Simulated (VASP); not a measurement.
# Mo (R-3m) in VASP: notebook

The runs below take Mo through single point, with PBE.

Everything below comes from runs of VASP 6.6.1. Logs are shortened: lines on timing, memory, paths and dates and some standing lists are left out, and cuts for length are marked.

## 1. The cell of the first run

It takes space group R-3m (No. 166, trigonal). Conventional cell: a = 3.845 Å, b = 3.845 Å, c = 3.501 Å, α = 90.00°, β = 90.00°, γ = 120.00°. Within 3.3 Å of Mo (site symmetry -3m) lie 12 Mo at 2.51 to 3.22 Å.

## 2. Single point, PBE

Contents of INCAR:

```
PREC = Accurate
ENCUT = 520
EDIFF = 1E-7
ISMEAR = 0
SIGMA = 0.15
LREAL = False
LASPH = True
NELM = 100
ALGO = Fast
ISIF = 2
LWAVE = False
LCHARG = False
GGA = PE
NBANDS = 13
```

Contents of KPOINTS:

```
regular mesh
0
Gamma
  22 22 22
```

Contents of POSCAR:

```
Mo
1.0
   -1.1387205492      1.5800710526      1.5800710526
    1.5800710526     -1.1387205492      1.5800710526
    1.5800710526      1.5800710526     -1.1387205492
Mo
1
Direct
    0.0000000000      0.0000000000      0.0000000000
```

Potentials or basis: VASP PAW PBE potentials, release 64 (Mo_sv).

Command:

```console
$ cat potpaw_PBE.64/Mo_sv/POTCAR > POTCAR
$ mpirun -np 1 vasp_std > vasp.out
```

OUTCAR:

```text
PREC = Accurate
   ENCUT = 520
   EDIFF = 1E-7
   ISMEAR = 0
   LREAL = False
   LASPH = True
   NELM = 100
   ISIF = 2
   GGA = PE

 ion  position               nearest neighbor table
   1  0.000  0.000  0.000-

  LATTYP: Found a trigonal (rhomboedric) cell.
 ALAT       =     2.5079739934
 COS(alpha) =    -0.1751837620

  Lattice vectors:

 A1 = (  -1.1387205492,   1.5800710526,   1.5800710526)
 A2 = (   1.5800710526,  -1.1387205492,   1.5800710526)
 A3 = (   1.5800710526,   1.5800710526,  -1.1387205492)

Analysis of symmetry for initial positions (statically):
=====================================================================
 Subroutine PRICEL returns:
 Original cell was already a primitive cell.

 Routine SETGRP: Setting up the symmetry group for a
 trigonal (rhombohedral) supercell.

 Subroutine GETGRP returns: Found 12 space group operations
 (whereof 12 operations were pure point group operations)
 out of a pool of 12 trial point group operations.

The static configuration has the point symmetry D_3d.

Analysis of symmetry for dynamics (positions and initial velocities):
=====================================================================
 Subroutine PRICEL returns:
 Original cell was already a primitive cell.

 Routine SETGRP: Setting up the symmetry group for a
 trigonal (rhombohedral) supercell.

 Subroutine GETGRP returns: Found 12 space group operations
 (whereof 12 operations were pure point group operations)
 out of a pool of 12 trial point group operations.

The dynamic configuration has the point symmetry D_3d.

 Subroutine INISYM returns: Found 12 space group operations
 (whereof 12 operations are pure point group operations),
 and found     1 'primitive' translations

----------------------------------------------------------------------------------------

                                     Primitive cell

  volume of cell :      14.9420

  direct lattice vectors                    reciprocal lattice vectors
    -1.138720549  1.580071053  1.580071053    -0.080306521  0.287503942  0.287503942
     1.580071053 -1.138720549  1.580071053     0.287503942 -0.080306521  0.287503942
     1.580071053  1.580071053 -1.138720549     0.287503942  0.287503942 -0.080306521

  length of vectors
     2.507973993  2.507973993  2.507973993     0.414446826  0.414446826  0.414446826

  position of ions in fractional coordinates (direct lattice)
     0.000000000  0.000000000  0.000000000

  ion indices of the primitive-cell ions
   primitive index   ion index
                 1           1

----------------------------------------------------------------------------------------

 KPOINTS: regular mesh

Automatic generation of k-mesh.
 Grid dimensions read from file:
 generate k-points for:   22   22   22

 Generating k-lattice:

  Cartesian coordinates                     Fractional coordinates (reciprocal lattice)
    -0.003650296  0.013068361  0.013068361     0.045454545  0.000000000  0.000000000
     0.013068361 -0.003650296  0.013068361     0.000000000  0.045454545  0.000000000
     0.013068361  0.013068361 -0.003650296     0.000000000  0.000000000  0.045454545

  Length of vectors
     0.018838492  0.018838492  0.018838492

  Shift w.r.t. Gamma in fractional coordinates (k-lattice)
     0.000000000  0.000000000  0.000000000

 Subroutine IBZKPT returns following result:
 ===========================================

 Found   1024 irreducible k-points:

 Following reciprocal coordinates:
            Coordinates               Weight
  0.000000  0.000000  0.000000      1.000000
  0.045455 -0.000000 -0.000000      6.000000
  0.090909 -0.000000 -0.000000      6.000000
  0.136364 -0.000000 -0.000000      6.000000
  0.181818 -0.000000 -0.000000      6.000000
  0.227273  0.000000  0.000000      6.000000
[... 16 lines left out ...]
  0.500000  0.045455 -0.000000     12.000000
 -0.454545  0.045455  0.000000     12.000000
 [... further k-points ...]
   k-points           NKPTS =   1024   k-points in BZ     NKDIM =   1024   number of bands    NBANDS=     13
   number of dos      NEDOS =    301   number of ions     NIONS =      1
   total plane-waves  NPLWV =   8000
   dimension x,y,z NGX =    20 NGY =   20 NGZ =   20
   dimension x,y,z NGXF=    40 NGYF=   40 NGZF=   40
   ions per type =               1
   NGX,Y,Z   is equivalent  to a cutoff of  13.26, 13.26, 13.26 a.u.
   NGXF,Y,Z  is equivalent  to a cutoff of  26.51, 26.51, 26.51 a.u.
 SYSTEM =  unknown system
   PREC   = accura    normal or accurate (medium, high low for compatibility)
   ISTART =      0    job   : 0-new  1-cont  2-samecut
   ICHARG =      2    charge: 1-file 2-atom 10-const
   ISPIN  =      1    spin polarized calculation?
   LNONCOLLINEAR =      F non collinear calculations
   LSORBIT =      F    spin-orbit coupling
   LASPH  =      T    aspherical Exc in radial PAW
   ENCUT  =  520.0 eV  38.22 Ry    6.18 a.u.   4.66  4.66  4.66*2*pi/ulx,y,z
   NELM   =    100;   NELMIN=  2; NELMDL= -5     # of ELM steps
   EDIFF  = 0.1E-06   stopping-criterion for ELM
   LREAL  =      F    real-space projection
   EDIFFG = 0.1E-05   stopping-criterion for IOM
   NSW    =      0    number of steps for IOM
   IBRION =     -1    ionic relax: 0-MD 1-quasi-New 2-CG
   NFREE  =      0    steps in history (QN), initial steepest desc. (CG)
   ISIF   =      2    stress and relaxation
   ISYM   =      2    0-nonsym 1-usesym 2-fastsym
   POTIM  = 0.5000    time-step for ionic-motion
   TEBEG  =    0.0;   TEEND  =   0.0 temperature during run
   PSTRESS=    0.0 pullay stress
   NELECT =      14.0000    total number of electrons
   NUPDOWN=      -1.0000    fix difference up-down
   EMIN   =  10.00;   EMAX   =-10.00  energy-range for DOS
   EFERMI =   0.00;   METHOD = LEGACY
   ISMEAR =     0;   SIGMA  =   0.15  broadening in eV -4-tet -1-fermi 0-gaus
   EFERMI_NEDOS =   21; number of points for ismear=-14 and -15
   IALGO  =     68    algorithm
   IMIX   =      4    mixing-type and parameters
     AMIX     =   0.40;   BMIX     =  1.00
     AMIX_MAG =   1.60;   BMIX_MAG =  1.00
  volume/ion in A,a.u.               =      14.94       100.83
  Fermi-wavevector in a.u.,A,eV,Ry     =   1.601946  3.027239 34.915702  2.566232
  Thomas-Fermi vector in A             =   2.698844
   LORBIT       =      0    0 simple, 1 ext, 2 COOP (PROOUT), +10 PAW based schemes
   GGA     = PE    functional components
   LHFCALC =     F    Hartree Fock is set to
   AEXX    =    0.0000 exact exchange contribution
   IVDW    =     0    specifies the selected vdW correction
   LEPSILON=     F    determine dielectric tensor
   LRPA    =     F    only Hartree local field effects (RPA)
 non-spin polarized calculation
 RMM-DIIS sequential band-by-band and
 Gauss-broadening in eV      SIGMA  =   0.15
  energy-cutoff  :      520.00
  volume of cell :       14.94
 maximum number of plane-waves:       414
   NGX =  9   NGY =  9   NGZ =  9

 number of electron      13.9999998 magnetization

 Free energy of the ion-electron system (eV)
  ---------------------------------------------------
  ext. energy  EPLUGINS =         0.00000000
  ---------------------------------------------------
  free energy    TOTEN  =       -10.09238871 eV

  energy without entropy =      -10.08606518  energy(sigma->0) =      -10.08922695

 E-fermi :  13.4353     XC(G=0): -13.5516

 val. band max:       13.4321757712   @ k =   0.4545   0.0455  -0.0000
 cond. band min:      13.4357354918   @ k =  -0.2727   0.2727   0.2273
 fundamental gap:      0.0035597206
 Fermi energy:        13.4352798743

 k-point     1 :       0.0000    0.0000    0.0000
  band No.  band energies     occupation
      1     -48.0454      2.00000
      2     -21.2430      2.00000
      3     -20.8298      2.00000
      4     -20.8298      2.00000
      5       6.1342      2.00000
      6       8.9670      2.00000
      7       8.9670      2.00000
      8      16.0776      0.00000
      9      17.0318      0.00000
     10      17.0318      0.00000
     11      27.8502      0.00000
     12      27.8502      0.00000
     13      34.0363      0.00000

 k-point     2 :       0.0455   -0.0000   -0.0000
  band No.  band energies     occupation
      1     -48.0392      2.00000
      2     -21.2552      2.00000
      3     -20.8619      2.00000
      4     -20.8274      2.00000
      5       6.2139      2.00000
      6       8.9777      2.00000
      7       9.0389      2.00000
      8      16.0303      0.00000
      9      16.9589      0.00000
     10      16.9989      0.00000
     11      27.9475      0.00000
     12      27.9567      0.00000
     13      34.0611      0.00000

 k-point     3 :       0.0909   -0.0000   -0.0000
  band No.  band energies     occupation
      1     -48.0211      2.00000
      2     -21.3065      2.00000
      3     -20.9385      2.00000
      4     -20.8202      2.00000
      5       6.4399      2.00000
      6       9.0080      2.00000
      7       9.2550      2.00000
      8      15.8812      0.00000
      9      16.7581      0.00000
     10      16.9372      0.00000
     11      28.1404      0.00000
     12      28.2558      0.00000
     13      34.0670      0.00000

 k-point     4 :       0.1364   -0.0000   -0.0000
  band No.  band energies     occupation
      1     -47.9924      2.00000
      2     -21.4367      2.00000
      3     -21.0062      2.00000
      4     -20.8088      2.00000
      5       6.7761      2.00000
      6       9.0527      2.00000
      7       9.6133      2.00000
      8      15.6442      0.00000
      9      16.4738      0.00000
     10      16.9049      0.00000
     11      28.1457      0.00000
     12      28.6945      0.00000
     13      33.8547      0.00000

 k-point     5 :       0.1818   -0.0000   -0.0000
  band No.  band energies     occupation
      1     -47.9552      2.00000
      2     -21.6560      2.00000
      3     -21.0348      2.00000
      4     -20.7942      2.00000
      5       7.1716      2.00000
      6       9.1040      2.00000
      7      10.1002      2.00000
      8      15.3909      0.00000
      9      16.1595      0.00000
     10      16.9177      0.00000
     11      27.6934      0.00000
     12      29.1972      0.00000
     13      33.2994      0.00000

 k-point     6 :       0.2273    0.0000    0.0000
  band No.  band energies     occupation
      1     -47.9124      2.00000
      2     -21.9269      2.00000
      3     -21.0386      2.00000
      4     -20.7775      2.00000
      5       7.5728      2.00000
      6       9.1526      2.00000
      7      10.6793      2.00000
      8      15.2134      0.00000
      9      15.8624      0.00000
     10      16.9632      0.00000
     11      26.8657      0.00000
     12      29.6422      0.00000
     13      32.6025      0.00000

 k-point     7 :       0.2727    0.0000    0.0000
  band No.  band energies     occupation
      1     -47.8674      2.00000
      2     -22.2119      2.00000
      3     -21.0317      2.00000
      4     -20.7600      2.00000
      5       7.9333      2.00000
      6       9.1903      2.00000
      7      11.2925      2.00000
      8      15.1774      0.00000
      9      15.6159      0.00000
     10      17.0270      0.00000
     11      25.9401      0.00000
     12      29.7724      0.00000
     13      32.2110      0.00000
[... 193 lines left out ...]
 k-point    20 :       0.3636    0.0455    0.0000
  band No.  band energies     occupation
      1     -47.7773      2.00000
      2     -22.7215      2.00000
      3     -21.0370      2.00000
      4     -20.7541      2.00000
      5       8.4664      2.00000
      6       9.2425      2.00000
      7      12.7498      2.00000
      8      15.2470      0.00000
      9      15.5726      0.00000
     10      17.1039      0.00000
     11      24.4588      0.00000
     12      28.6493      0.00000
     13      33.3087      0.00000

 k-point    21 :       0.4091    0.0455    0.0000
  band No.  band energies     occupation
      1     -47.7478      2.00000
      2     -22.8965      2.00000
      3     -21.0249      2.00000
      4     -20.7408      2.00000
      5       8.5733      2.00000
      6       9.2485      2.00000
      7      13.2405      1.93364
      8      15.1922      0.00000
      9      15.5160      0.00000
     10      17.1531      0.00000
     11      24.3650      0.00000
     12      28.2320      0.00000
     13      33.4207      0.00000

 k-point    22 :       0.4545    0.0455   -0.0000
  band No.  band energies     occupation
      1     -47.7293      2.00000
      2     -23.0045      2.00000
      3     -21.0155      2.00000
      4     -20.7315      2.00000
      5       8.6370      2.00000
      6       9.2555      2.00000
      7      13.4322      1.02335
      8      15.1841      0.00000
      9      15.5116      0.00000
     10      17.1844      0.00000
     11      24.4636      0.00000
     12      27.9984      0.00000
     13      33.0291      0.00000

 k-point    23 :       0.5000    0.0455   -0.0000
  band No.  band energies     occupation
      1     -47.7235      2.00000
      2     -23.0384      2.00000
      3     -21.0100      2.00000
      4     -20.7268      2.00000
      5       8.6719      2.00000
      6       9.2688      2.00000
      7      13.2418      1.93192
      8      15.2031      0.00000
      9      15.6440      0.00000
     10      17.1959      0.00000
     11      24.5338      0.00000
     12      27.9848      0.00000
     13      32.9974      0.00000

 k-point    24 :      -0.4545    0.0455    0.0000
  band No.  band energies     occupation
      1     -47.7309      2.00000
      2     -22.9959      2.00000
      3     -21.0090      2.00000
      4     -20.7273      2.00000
      5       8.6773      2.00000
      6       9.2892      2.00000
      7      12.8279      2.00000
      8      15.1675      0.00000
      9      15.8322      0.00000
     10      17.1839      0.00000
     11      24.5029      0.00000
     12      28.1966      0.00000
     13      33.5289      0.00000

 [... further k-points ...]
[... 5 lines left out ...]
  --------------------------------------------------------------------------------------
  -------------------------------------------------------------------------------------
  Total        3.0787672      3.0787672      3.0787672     -1.5830454     -1.5830454     -1.5830454
  in kB      330.1252185    330.1252185    330.1252185   -169.7443039   -169.7443039   -169.7443039
  external PRESSURE =     330.1252185 kB  Pullay stress =       0.0000000 kB

 VOLUME and BASIS-vectors are now :
 -----------------------------------------------------------------------------
  energy-cutoff  :      520.00
  volume of cell :       14.94
      direct lattice vectors                 reciprocal lattice vectors
    -1.138720549  1.580071053  1.580071053    -0.080306521  0.287503942  0.287503942
     1.580071053 -1.138720549  1.580071053     0.287503942 -0.080306521  0.287503942
     1.580071053  1.580071053 -1.138720549     0.287503942  0.287503942 -0.080306521

 POSITION                                       TOTAL-FORCE (eV/Angst)
 -----------------------------------------------------------------------------------
      0.00000      0.00000      0.00000        -0.000000      0.000000     -0.000000
 -----------------------------------------------------------------------------------
    total drift:                                0.000000      0.000000      0.000000

  FREE ENERGIE OF THE ION-ELECTRON SYSTEM (eV)
  ---------------------------------------------------
  free  energy   TOTEN  =       -10.0923887084 eV

  energy  without entropy=      -10.0860651834  energy(sigma->0) =      -10.08922695
```

Wall time 69 s (1 thread of Intel Xeon 6975P-C (Granite Rapids), shared host); peak memory 0.27 GiB.

Results:

```
Free energy            : -10.0924 eV
Pressure               : 33.0 GPa
Band gap on the k mesh : zero (band 7 reaches 14.81 eV, above the bottom of band 8 at 11.87 eV)
```

Levels at points of the mesh, in eV from the Fermi level:
| k point | band 4 | band 5 | band 6 | band 7 | band 8 | band 9 | band 10 | band 11 |
| --- | --- | --- | --- | --- | --- | --- | --- | --- |
| (0.00, 0.00, 0.00) | -34.27 | -7.30 | -4.47 | -4.47 | 2.64 | 3.60 | 3.60 | 14.41 |
| (0.50, 0.00, 0.00) | -34.14 | -4.84 | -4.23 | 0.28 | 1.72 | 1.80 | 3.83 | 11.12 |
| (0.50, 0.50, 0.00) | -34.15 | -6.47 | -3.47 | 1.13 | 1.96 | 4.31 | 6.65 | 9.00 |
| (0.50, 0.50, 0.50) | -35.44 | -5.71 | -5.71 | -1.74 | 6.65 | 6.65 | 7.28 | 12.25 |

## 3. Single point, PBE

This run uses another cell than the first one, of the same volume but with other edges.

Contents of INCAR:

```
PREC = Accurate
ENCUT = 520
EDIFF = 1E-6
ISMEAR = 0
SIGMA = 0.15
LREAL = F
LASPH = T
NELM = 100
ALGO = Fast
ISIF = 2
LWAVE = F
LCHARG = F
GGA = PE
NBANDS = 13
```

KPOINTS is that of step 2.

Contents of POSCAR:

```
Mo
1.0
   -1.9643353253      1.5776667639      1.5776667639
    1.5776667639     -1.9643353253      1.5776667639
    1.5776667639      1.5776667639     -1.9643353253
Mo
1
Direct
    0.0000000000      0.0000000000      0.0000000000
```

Potentials or basis: VASP PAW PBE potentials, release 64 (Mo_sv).

Command:

```console
$ cat potpaw_PBE.64/Mo_sv/POTCAR > POTCAR
$ mpirun -np 1 vasp_std > vasp.out
```

Run time: 1.7 min. Hardware: 1 thread of AMD EPYC 9R45 (Zen 5), shared host; peak memory 0.27 GiB.

It converged, with:

| Item | Value |
| --- | --- |
| Free energy | -8.8721 eV |
| Pressure | 67.7 GPa |
| Band gap on the k mesh | zero (band 7 reaches 15.73 eV, above the bottom of band 8 at 11.19 eV) |

Stress tensor (GPa, compression positive):
```
67.70 70.18 70.18
70.18 67.70 70.18
70.18 70.18 67.70
```

Levels at points of the mesh, in eV from the Fermi level:
| k point | band 5 | band 6 | band 7 | band 8 | band 9 | band 10 |
| --- | --- | --- | --- | --- | --- | --- |
| (0.00, 0.00, 0.00) | -7.72 | -5.26 | -2.20 | -2.20 | 5.73 | 5.73 |
| (0.50, 0.00, 0.00) | -6.49 | -4.67 | 0.62 | 1.45 | 4.25 | 4.98 |
| (0.50, 0.50, 0.00) | -5.97 | -5.50 | -0.15 | 2.14 | 5.89 | 6.42 |
| (0.50, 0.50, 0.50) | -6.70 | -6.70 | 2.33 | 2.33 | 7.83 | 8.89 |
